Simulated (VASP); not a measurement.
Crystal: AgSn2SeI3.

```
CELL_PARAMETERS angstrom
4.59347 -0.00614 -0.00742
-0.12944 7.31930 0.03673
-2.25766 -1.98959 8.88394
ATOMIC_POSITIONS crystal
Ag 0.51999 0.80503 0.04676
Sn 0.34849 0.58877 0.71667
Sn 0.18593 0.99345 0.42455
Se 0.31543 0.23185 0.65879
I 0.62532 0.15069 0.20476
I 0.74579 0.68236 0.52452
I 0.99652 0.55516 0.99854
```

- Program: VASP 6.6.1
- Task: relaxation of cell and atoms
- Functional: PBE
- Potentials or basis: VASP PAW PBE potentials, release 64 (Ag, Sn_d, Se, I)
- Cutoff: 600 eV
- k mesh: 4 × 2 × 2
- Occupations: gaussian, width 0.1 eV
- Spin: no spin polarisation

At the start: pressure 1.2 GPa; volume 42.70 Å³/atom.

**Question.** Where does the relaxation end?

**Answer.** Over 20 steps the energy falls by 44.6 meV/atom and the volume is 42.76 Å³/atom (+0.1 %); space group P1 (No. 1, to 0.1 Å) before and after.

Step by step:
| step | energy change (eV) | largest force (eV/Å) | pressure (GPa) | volume (Å³) |
| --- | --- | --- | --- | --- |
| 1 | 0.0000 | 1.4348 | 1.15 | 298.89 |
| 2 | -0.1331 | 0.5843 | -0.67 | 312.32 |
| 3 | -0.1413 | 0.5338 | -0.35 | 309.46 |
| 4 | -0.1986 | 0.4091 | -0.24 | 307.72 |
| 5 | -0.2593 | 0.2427 | 0.18 | 303.09 |
| 6 | -0.2766 | 0.2487 | -0.05 | 305.38 |
| 7 | -0.2817 | 0.2972 | -0.24 | 307.59 |
| 8 | -0.2954 | 0.1808 | -0.04 | 304.89 |
| 9 | -0.2978 | 0.1938 | 0.10 | 303.22 |
| 10 | -0.3052 | 0.0829 | -0.08 | 303.00 |
| 11 | -0.3053 | 0.0744 | -0.07 | 303.02 |
| 12 | -0.3078 | 0.0622 | 0.00 | 301.66 |
| 13 | -0.3082 | 0.0812 | 0.03 | 300.88 |
| 14 | -0.3099 | 0.0431 | -0.01 | 300.88 |
| 15 | -0.3104 | 0.0512 | -0.06 | 300.87 |
| 16 | -0.3112 | 0.0495 | 0.05 | 299.21 |
| 17 | -0.3112 | 0.0498 | 0.04 | 299.28 |
| 18 | -0.3118 | 0.0511 | -0.01 | 299.33 |
| 19 | -0.3119 | 0.0426 | 0.00 | 299.32 |
| 20 | -0.3123 | 0.0195 | 0.02 | 299.29 |

Final structure:
```
Ag Sn Se I
1.0
     4.68516    0.01669    0.00258
    -0.09964    7.15176   -0.02256
    -2.29169   -2.03106    8.93669
Ag Sn Se I
1 2 1 3
Direct
  0.51987 0.78541 0.04725
  0.34671 0.59345 0.71788
  0.19337 0.99511 0.40112
  0.31712 0.22288 0.66784
  0.61636 0.15405 0.22480
  0.74708 0.69165 0.50817
  0.99695 0.56474 0.00752
```

Caveat: the k points lie up to 0.45 Å⁻¹ apart in the final cell.
